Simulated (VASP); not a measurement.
Write the native input for VASP 6.6.1 that does the following.

| Property | Result |
| --- | --- |
| Task | relaxation of cell and atoms |
| Functional | LDA |
| Potentials or basis | VASP PAW LDA potentials, release 64 (La, O) |
| Cutoff | 600 eV |
| k mesh | 6 × 6 × 4 |
| Occupations | fermi-dirac, width 0.02 eV |
| Spin | no spin polarisation |
| Dipole correction | no |
| Further INCAR settings | ALGO = Normal; EDIFF = 1e-06; IBRION = 2; EDIFFG = -0.005; NSW = 80; ISIF = 3 |

The structure of La2O3 lies in POSCAR:

```
La2O3
1.0
    3.9404478293      0.0000000000      0.0000000000
   -1.9702239147      3.4125279225      0.0000000000
    0.0000000000      0.0000000000      6.1873564511
La O
2 3
Direct
    0.6666666667      0.3333333333      0.7526274768
    0.3333333333      0.6666666667      0.2473725232
    0.6666666667      0.3333333333      0.3546952482
    0.3333333333      0.6666666667      0.6453047518
    0.0000000000      0.0000000000      0.0000000000
```

One way to write it, as run:

INCAR

```
ALGO = Normal
EDIFF = 1E-6
EDIFFG = -0.005
ENCUT = 600
IBRION = 2
ISIF = 3
ISMEAR = -1
LASPH = T
LCHARG = F
LREAL = F
LWAVE = F
NELM = 60
NSW = 80
PREC = Accurate
SIGMA = 0.02
```

KPOINTS

```
k-points
0
Gamma
  6 6 4
```

Potentials or basis: VASP PAW LDA potentials, release 64 (La, O).

Launch:

```console
$ cat potpaw_LDA.64/La/POTCAR potpaw_LDA.64/O/POTCAR > POTCAR
$ mpirun -np 1 vasp_std > vasp.out
```

It gave:

* Relaxed volume: 15.51 Å³/atom
* Relaxed cell: a = 3.882 Å, b = 3.882 Å, c = 5.942 Å, α = 90.00°, β = 90.00°, γ = 120.00°
* Space group after relaxing (to 0.1 Å): P-3m1 (No. 164)
* Energy gained by relaxing: 29.3 meV/atom
* Ionic steps: 13
* Pressure after relaxing: 0.0 GPa
* Band gap on the k mesh: 3.73 eV (least direct gap 3.80 eV)

Caveat: spin-orbit coupling is left out, which moves the levels of the heavy elements.

It took 3.4 min on 1 thread of Intel(R) Xeon(R) 6975P-C (Granite Rapids), on a shared host, peak memory 0.22 GiB.
